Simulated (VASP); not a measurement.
# HfN (WC type) (P-6m2) in VASP: further runs

HfN (WC type) is run at these levels: PBE; tasks: single point.

Program: VASP 6.6.1. These are calculated values, not measurements. Logs are shortened: lines on timing, memory, paths and dates and some standing lists are left out, and cuts for length are marked.

## 1. The cell of the first run

It takes space group P-6m2 (No. 187, hexagonal). The conventional cell has a = 2.807 Å, b = 2.807 Å, c = 2.706 Å, α = 90.00°, β = 90.00°, γ = 120.00°. Within 2.8 Å of Hf (site symmetry -6m2) lie 6 N at 2.11 Å and 2 Hf at 2.71 Å. Within 2.8 Å of N (site symmetry -6m2) lie 6 Hf at 2.11 Å and 2 N at 2.71 Å.

## 2. Single point, PBE

Input file INCAR:

```
SYSTEM = HfN
PREC = Accurate
ENCUT = 520
EDIFF = 1E-6
ISMEAR = -1
SIGMA = 0.05
LREAL = .FALSE.
LASPH = .TRUE.
NELM = 60
ALGO = Normal
ISIF = 2
LWAVE = .FALSE.
LCHARG = .FALSE.
GGA = PE
NBANDS = 14
```

Input file KPOINTS:

```
regular mesh
0
G
  16 16 14
  0 0 0
```

Input file POSCAR:

```
HfN
1.0
    2.8074376876      0.0000000000      0.0000000000
   -1.4037188438      2.4313123570      0.0000000000
    0.0000000000      0.0000000000      2.7059815920
Hf N
1 1
Direct
    0.0000000000      0.0000000000      0.0000000000
    0.3333333333      0.6666666667      0.5000000000
```

Potentials or basis: VASP PAW PBE potentials, release 64 (Hf_pv, N).

Run with:

```sh
cat potpaw_PBE.64/Hf_pv/POTCAR potpaw_PBE.64/N/POTCAR > POTCAR
mpirun -np 1 vasp_std > vasp.out
```

OUTCAR:

```text
SYSTEM = HfN
   PREC = Accurate
   ENCUT = 520
   EDIFF = 1E-6
   ISMEAR = -1
   LREAL = .FALSE.
   LASPH = .TRUE.
   NELM = 60
   ISIF = 2
   GGA = PE

 ion  position               nearest neighbor table
   1  0.000  0.000  0.000-   2 2.11   2 2.11   2 2.11   2 2.11   2 2.11   2 2.11
   2  0.333  0.667  0.500-   1 2.11   1 2.11   1 2.11   1 2.11   1 2.11   1 2.11

  LATTYP: Found a hexagonal cell.
 ALAT       =     2.8074376876
 C/A-ratio  =     0.9638616750

  Lattice vectors:

 A1 = (   2.8074376876,   0.0000000000,   0.0000000000)
 A2 = (  -1.4037188438,   2.4313123570,   0.0000000000)
 A3 = (   0.0000000000,   0.0000000000,   2.7059815920)

Analysis of symmetry for initial positions (statically):
=====================================================================
 Subroutine PRICEL returns:
 Original cell was already a primitive cell.

 Routine SETGRP: Setting up the symmetry group for a
 hexagonal supercell.

 Subroutine GETGRP returns: Found 12 space group operations
 (whereof 12 operations were pure point group operations)
 out of a pool of 24 trial point group operations.

The static configuration has the point symmetry D_3h.

Analysis of symmetry for dynamics (positions and initial velocities):
=====================================================================
 Subroutine PRICEL returns:
 Original cell was already a primitive cell.

 Routine SETGRP: Setting up the symmetry group for a
 hexagonal supercell.

 Subroutine GETGRP returns: Found 12 space group operations
 (whereof 12 operations were pure point group operations)
 out of a pool of 24 trial point group operations.

The dynamic configuration has the point symmetry D_3h.

 Subroutine INISYM returns: Found 12 space group operations
 (whereof 12 operations are pure point group operations),
 and found     1 'primitive' translations

----------------------------------------------------------------------------------------

                                     Primitive cell

  volume of cell :      18.4704

  direct lattice vectors                    reciprocal lattice vectors
     2.807437688  0.000000000  0.000000000     0.356196686  0.205650252  0.000000000
    -1.403718844  2.431312357  0.000000000     0.000000000  0.411300505  0.000000000
     0.000000000  0.000000000  2.705981592     0.000000000  0.000000000  0.369551664

  length of vectors
     2.807437688  2.807437688  2.705981592     0.411300505  0.411300505  0.369551664

  position of ions in fractional coordinates (direct lattice)
     0.000000000  0.000000000  0.000000000
     0.333333333  0.666666667  0.500000000

  ion indices of the primitive-cell ions
   primitive index   ion index
                 1           1
                 2           2

----------------------------------------------------------------------------------------

 KPOINTS: regular mesh

Automatic generation of k-mesh.
 Grid dimensions read from file:
 generate k-points for:   16   16   14

 Generating k-lattice:

  Cartesian coordinates                     Fractional coordinates (reciprocal lattice)
     0.022262293  0.012853141  0.000000000     0.062500000  0.000000000  0.000000000
     0.000000000  0.025706282  0.000000000     0.000000000  0.062500000  0.000000000
     0.000000000  0.000000000  0.026396547     0.000000000  0.000000000  0.071428571

  Length of vectors
     0.025706282  0.025706282  0.026396547

  Shift w.r.t. Gamma in fractional coordinates (k-lattice)
     0.000000000  0.000000000  0.000000000

 Subroutine IBZKPT returns following result:
 ===========================================

 Found    240 irreducible k-points:

 Following reciprocal coordinates:
            Coordinates               Weight
  0.000000  0.000000  0.000000      1.000000
  0.062500 -0.000000  0.000000      6.000000
  0.125000 -0.000000  0.000000      6.000000
  0.187500 -0.000000  0.000000      6.000000
  0.250000 -0.000000  0.000000      6.000000
  0.312500  0.000000  0.000000      6.000000
[... 16 lines left out ...]
  0.187500  0.187500  0.000000      6.000000
  0.250000  0.187500  0.000000     12.000000
 [... further k-points ...]
   k-points           NKPTS =    240   k-points in BZ     NKDIM =    240   number of bands    NBANDS=     14
   number of dos      NEDOS =    301   number of ions     NIONS =      2
   total plane-waves  NPLWV =  11520
   dimension x,y,z NGX =    24 NGY =   24 NGZ =   20
   dimension x,y,z NGXF=    48 NGYF=   48 NGZF=   40
   ions per type =               1   1
   NGX,Y,Z   is equivalent  to a cutoff of  14.21, 14.21, 12.29 a.u.
   NGXF,Y,Z  is equivalent  to a cutoff of  28.42, 28.42, 24.57 a.u.
 SYSTEM =  HfN
   PREC   = accura    normal or accurate (medium, high low for compatibility)
   ISTART =      0    job   : 0-new  1-cont  2-samecut
   ICHARG =      2    charge: 1-file 2-atom 10-const
   ISPIN  =      1    spin polarized calculation?
   LNONCOLLINEAR =      F non collinear calculations
   LSORBIT =      F    spin-orbit coupling
   LASPH  =      T    aspherical Exc in radial PAW
   ENCUT  =  520.0 eV  38.22 Ry    6.18 a.u.   5.22  5.22  5.03*2*pi/ulx,y,z
   NELM   =     60;   NELMIN=  2; NELMDL= -5     # of ELM steps
   EDIFF  = 0.1E-05   stopping-criterion for ELM
   LREAL  =      F    real-space projection
   EDIFFG = 0.1E-04   stopping-criterion for IOM
   NSW    =      0    number of steps for IOM
   IBRION =     -1    ionic relax: 0-MD 1-quasi-New 2-CG
   NFREE  =      0    steps in history (QN), initial steepest desc. (CG)
   ISIF   =      2    stress and relaxation
   ISYM   =      2    0-nonsym 1-usesym 2-fastsym
   POTIM  = 0.5000    time-step for ionic-motion
   TEBEG  =    0.0;   TEEND  =   0.0 temperature during run
   PSTRESS=    0.0 pullay stress
   NELECT =      15.0000    total number of electrons
   NUPDOWN=      -1.0000    fix difference up-down
   EMIN   =  10.00;   EMAX   =-10.00  energy-range for DOS
   EFERMI =   0.00;   METHOD = LEGACY
   ISMEAR =    -1;   SIGMA  =   0.05  broadening in eV -4-tet -1-fermi 0-gaus
   EFERMI_NEDOS =   21; number of points for ismear=-14 and -15
   IALGO  =     38    algorithm
   IMIX   =      4    mixing-type and parameters
     AMIX     =   0.40;   BMIX     =  1.00
     AMIX_MAG =   1.60;   BMIX_MAG =  1.00
  volume/ion in A,a.u.               =       9.24        62.32
  Fermi-wavevector in a.u.,A,eV,Ry     =   1.527379  2.886327 31.740829  2.332885
  Thomas-Fermi vector in A             =   2.635283
   LORBIT       =      0    0 simple, 1 ext, 2 COOP (PROOUT), +10 PAW based schemes
   GGA     = PE    functional components
   LHFCALC =     F    Hartree Fock is set to
   AEXX    =    0.0000 exact exchange contribution
   IVDW    =     0    specifies the selected vdW correction
   LEPSILON=     F    determine dielectric tensor
   LRPA    =     F    only Hartree local field effects (RPA)
 non-spin polarized calculation
  energy-cutoff  :      520.00
  volume of cell :       18.47
 maximum number of plane-waves:       515
 NGX is ok and might be reduce to    24
   NGX = 11   NGY = 11   NGZ = 11

 number of electron      15.0000002 magnetization

 Free energy of the ion-electron system (eV)
  ---------------------------------------------------
  ext. energy  EPLUGINS =         0.00000000
  ---------------------------------------------------
  free energy    TOTEN  =       -19.47810536 eV

  energy without entropy =      -19.46893921  energy(sigma->0) =      -19.47352228

 E-fermi :   9.3715     XC(G=0): -13.9056

 val. band max:        9.3588882822   @ k =   0.3750   0.1875   0.1429
 cond. band min:       9.3929558907   @ k =   0.1875   0.1875   0.3571
 fundamental gap:      0.0340676085
 Fermi energy:         9.3714657537

 k-point     1 :       0.0000    0.0000    0.0000
  band No.  band energies     occupation
      1     -19.8113      2.00000
      2     -19.8113      2.00000
      3     -19.7858      2.00000
      4      -8.2896      2.00000
      5       5.2068      2.00000
      6       5.2068      2.00000
      7       6.1162      2.00000
      8       7.7286      2.00000
      9      13.7025      0.00000
     10      15.6883      0.00000
     11      15.6883      0.00000
     12      17.2405      0.00000
     13      17.2405      0.00000
     14      23.6480      0.00000

 k-point     2 :       0.0625   -0.0000    0.0000
  band No.  band energies     occupation
      1     -19.9210      2.00000
      2     -19.8316      2.00000
      3     -19.7726      2.00000
      4      -8.1593      2.00000
      5       4.9519      2.00000
      6       5.2949      2.00000
      7       6.2555      2.00000
      8       7.5867      2.00000
      9      14.0444      0.00000
     10      15.4942      0.00000
     11      15.7053      0.00000
     12      17.1739      0.00000
     13      17.3388      0.00000
     14      23.6491      0.00000

 k-point     3 :       0.1250   -0.0000    0.0000
  band No.  band energies     occupation
      1     -20.2215      2.00000
      2     -19.8892      2.00000
      3     -19.7348      2.00000
      4      -7.7989      2.00000
      5       4.3385      2.00000
      6       5.5424      2.00000
      7       6.6253      2.00000
      8       7.2046      2.00000
      9      14.4811      0.00000
     10      15.4652      0.00000
     11      15.7767      0.00000
     12      16.9899      0.00000
     13      17.5691      0.00000
     14      23.6511      0.00000
[... 324 lines left out ...]
 k-point    23 :       0.1875    0.1875    0.0000
  band No.  band energies     occupation
      1     -21.4626      2.00000
      2     -20.3936      2.00000
      3     -19.5251      2.00000
      4      -5.9414      2.00000
      5       2.5073      2.00000
      6       5.5652      2.00000
      7       6.1539      2.00000
      8       8.2678      2.00000
      9      12.7777      0.00000
     10      14.9442      0.00000
     11      17.4302      0.00000
     12      19.3134      0.00000
     13      19.5054      0.00000
     14      23.6625      0.00000

 k-point    24 :       0.2500    0.1875    0.0000
  band No.  band energies     occupation
      1     -21.6901      2.00000
      2     -20.5795      2.00000
      3     -19.4704      2.00000
      4      -5.4586      2.00000
      5       2.2969      2.00000
      6       5.2392      2.00000
      7       5.9161      2.00000
      8       8.7543      1.99999
      9      12.7247      0.00000
     10      14.3284      0.00000
     11      17.5921      0.00000
     12      19.7894      0.00000
     13      20.9574      0.00000
     14      23.6633      0.00000

 [... further k-points ...]
[... 5 lines left out ...]
  --------------------------------------------------------------------------------------
  -------------------------------------------------------------------------------------
  Total       12.4418177     12.4418177     12.3377251      0.0000000     -0.0000000      0.0000000
  in kB     1079.2416490   1079.2416490   1070.2123291      0.0000000     -0.0000000      0.0000000
  external PRESSURE =    1076.2318757 kB  Pullay stress =       0.0000000 kB

 VOLUME and BASIS-vectors are now :
 -----------------------------------------------------------------------------
  energy-cutoff  :      520.00
  volume of cell :       18.47
      direct lattice vectors                 reciprocal lattice vectors
     2.807437688  0.000000000  0.000000000     0.356196686  0.205650252  0.000000000
    -1.403718844  2.431312357  0.000000000     0.000000000  0.411300505  0.000000000
     0.000000000  0.000000000  2.705981592     0.000000000  0.000000000  0.369551664

 POSITION                                       TOTAL-FORCE (eV/Angst)
 -----------------------------------------------------------------------------------
      0.00000      0.00000      0.00000        -0.000000      0.000000      0.000000
     -0.00000      1.62087      1.35299         0.000000      0.000000      0.000000
 -----------------------------------------------------------------------------------
    total drift:                                0.000000     -0.000000     -0.000000

  FREE ENERGIE OF THE ION-ELECTRON SYSTEM (eV)
  ---------------------------------------------------
  free  energy   TOTEN  =       -19.4781053579 eV

  energy  without entropy=      -19.4689392094  energy(sigma->0) =      -19.47352228
```

It took 24 s on 1 thread of Intel Xeon 6975P-C (Granite Rapids), shared host; peak memory 0.18 GiB.

What came out:

| Property | Result |
| --- | --- |
| Free energy | -19.4781 eV |
| Pressure | 107.6 GPa |

Stress tensor (GPa, compression positive):
```
107.92   0.00   0.00
  0.00 107.92   0.00
  0.00   0.00 107.02
```

Caveat: spin-orbit coupling is left out, which moves the levels of the heavy elements.

## 3. Single point, PBE

Input file INCAR:

```
SYSTEM = HfN
PREC = Accurate ; ENCUT = 520
EDIFF = 1E-6 ; ISMEAR = -1
SIGMA = 0.05 ; LREAL = .FALSE.
LASPH = .TRUE. ; NELM = 80
ALGO = Normal ; ISIF = 2
LWAVE = .FALSE. ; LCHARG = .FALSE.
GGA = PE ; NBANDS = 14
```

KPOINTS is that of step 2.

Input file POSCAR:

```
HfN
1.0
    2.8078359906      0.0000000000      0.0000000000
   -1.4039179953      2.4316572975      0.0000000000
    0.0000000000      0.0000000000      2.7061210329
Hf N
1 1
Direct
    0.0000000000      0.0000000000      0.0000000000
    0.3333333333      0.6666666667      0.5000000000
```

Potentials or basis: VASP PAW PBE potentials, release 64 (Hf_pv, N).

Run with:

```sh
cat potpaw_PBE.64/Hf_pv/POTCAR potpaw_PBE.64/N/POTCAR > POTCAR
mpirun -np 1 vasp_std > vasp.out
```

Wall time 23 s (1 thread of Intel Xeon 6975P-C (Granite Rapids), shared host); peak memory 0.18 GiB.

The run converged. Its results:

* Free energy: -19.4823 eV
* Pressure: 107.4 GPa

Stress tensor (GPa, compression positive):
```
107.70   0.00   0.00
  0.00 107.70   0.00
  0.00   0.00 106.84
```

Levels at points of the mesh, in eV from the Fermi level:
```
           k point  band 5  band 6  band 7  band 8  band 9  band 10  band 11  band 12
(0.00, 0.00, 0.00)   -4.16   -4.16   -3.25   -1.64    4.33     6.32     6.32     7.87
(0.50, 0.00, 0.00)   -7.58   -4.52   -2.53   -2.17    6.38     6.93     8.22     8.94
(0.00, 0.00, 0.50)   -8.95   -3.14   -3.14    1.69    1.69     4.63     5.58     5.58
(0.50, 0.00, 0.50)   -6.90   -5.39   -5.26    1.79    7.21     9.22    10.83    10.96
```

Caveat: spin-orbit coupling is left out, which moves the levels of the heavy elements.
